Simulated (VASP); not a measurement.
# Ti: single point with PBEsol

Crystal: Ti.

```
CELL_PARAMETERS angstrom
0.00000 1.92342 2.03000
2.13658 0.00000 2.03000
2.13658 1.92342 0.00000
ATOMIC_POSITIONS crystal
Ti 0.00000 0.00000 0.00000
```

This cell differs from its parent crystal: strain +0.0525 x Voigt [1, -1, 0, 0, 0, 0].

| Quantity | Value |
| --- | --- |
| Program | VASP 6.6.1 |
| Task | single point |
| Functional | PBEsol |
| Potentials or basis | VASP PAW PBE potentials, release 64 (Ti_sv) |
| Cutoff | 520 eV |
| k mesh | 20 × 20 × 20 |
| Occupations | gaussian, width 0.15 eV |
| Spin | no spin polarisation |

The pressure is -0.2 GPa and the band gap on the k mesh is zero (band 6 reaches 9.26 eV, above the bottom of band 7 at 7.88 eV).

Stress tensor (GPa, compression positive):
```
-1.76  0.00  0.00
 0.00  1.39  0.00
 0.00  0.00 -0.25
```

Levels at points of the mesh, in eV from the Fermi level:
```csv
k point,band 3,band 4,band 5,band 6,band 7,band 8,band 9,band 10
"(0.00, 0.00, 0.00)",-32.29,-32.28,-6.16,0.52,0.99,1.38,2.16,3.02
"(0.50, 0.00, 0.00)",-32.44,-32.34,-2.66,0.39,0.80,1.23,3.61,3.96
"(0.50, 0.50, 0.00)",-32.63,-32.49,-2.70,-1.71,3.04,3.67,3.74,4.39
"(0.50, 0.00, 0.50)",-32.67,-32.58,-2.67,-1.91,3.74,3.91,4.12,4.29
"(0.00, 0.50, 0.50)",-32.52,-32.46,-2.72,-1.67,2.12,3.79,3.92,4.19
```

Wall time 2.1 min on 1 thread of Intel(R) Xeon(R) 6975P-C (Granite Rapids), with other jobs on the host, peak memory 0.33 GiB.

Caveat: the cell differs from its parent crystal (strain +0.0525 x Voigt [1, -1, 0, 0, 0, 0]); the PAW data sets were made with another functional, which shifts forces and pressure a little.
